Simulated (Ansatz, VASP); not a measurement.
**CdS: VASP beside Ansatz**

The input INCAR:

```
SYSTEM = CdS
  PREC = Accurate
  ENCUT = 630
  EDIFF = 1E-7
  ISMEAR = 0
  SIGMA = 0.1
  LREAL = .FALSE.
  LASPH = .TRUE.
  NELM = 120
  ALGO = Normal
  ISIF = 3
  LWAVE = .FALSE.
  LCHARG = .FALSE.
  GGA = PE
  IBRION = 2
  NSW = 90
  EDIFFG = -0.04
  GGA_COMPAT = .FALSE.
  NELMIN = 4
```

The input KPOINTS:

```
regular mesh
0
G
  6 6 6
  0 0 0
```

The input POSCAR:

```
CdS
1.0
   -1.8496469400      2.0764155000      3.4140901000
    1.8496469400     -2.0764155000      3.4140901000
    1.8496469400      2.0764155000     -3.4140901000
Cd S
1 1
Direct
    0.0000000000      0.0000000000      0.0000000000
    0.5000000000      0.0000000000      0.5000000000
```

Input for Ansatz:

```yaml
crystal:
  lattice:
    - [-1.84964694, 2.0764155, 3.4140901]
    - [1.84964694, -2.0764155, 3.4140901]
    - [1.84964694, 2.0764155, -3.4140901]
  atoms:
    - { symbol: Cd, position: [0.0, 0.0, 0.0] }
    - { symbol: S, position: [0.5, 0.0, 0.5] }
basis:
  ecutwfc: 420
kpoints:
  mp_grid: { grid: [6, 6, 6] }
hamiltonian:
  xc: pbe
scf:
  occupations: { method: gaussian, width: 0.1 }
  lower_state_search: "off"
output:
  forces: true
  stress: true
  eigenvalues: true
relax:
  adjacent_minimum: "off"
  f_tol: 0.04
  max_steps: 70
  cell: { stress_tol: 0.4 }
```

Alike in both runs: task relaxation of cell and atoms; functional PBE; k mesh 6 × 6 × 6; occupations gaussian, width 0.1 eV; no spin polarisation.

|  | VASP | Ansatz |
| --- | --- | --- |
| version | VASP 6.6.1 | Ansatz 0.2.0 |
| potentials or method | VASP PAW PBE potentials, release 64 (Cd_sv_GW, S), cutoff 630 eV | scalar-relativistic, plane waves, PAW |
| valence electrons in the cell | 26 | 26 |

VASP gave:

* gap on the k mesh at the Fermi level, each at its own relaxed structure (eV): 0.17
* relaxed volume (Å³/atom): 20.59
* relaxed length of the cell vector where the two differ most in proportion (Å): 3.868

Estimate Ansatz's values.

gap on the k mesh at the Fermi level, each at its own relaxed structure (eV): 0.24; relaxed volume (Å³/atom): 20.73; relaxed length of the cell vector where the two differ most in proportion (Å): 3.883.

Noted on VASP's run: the volume moved by over 15 % at a fixed basis, so the end points are rough.
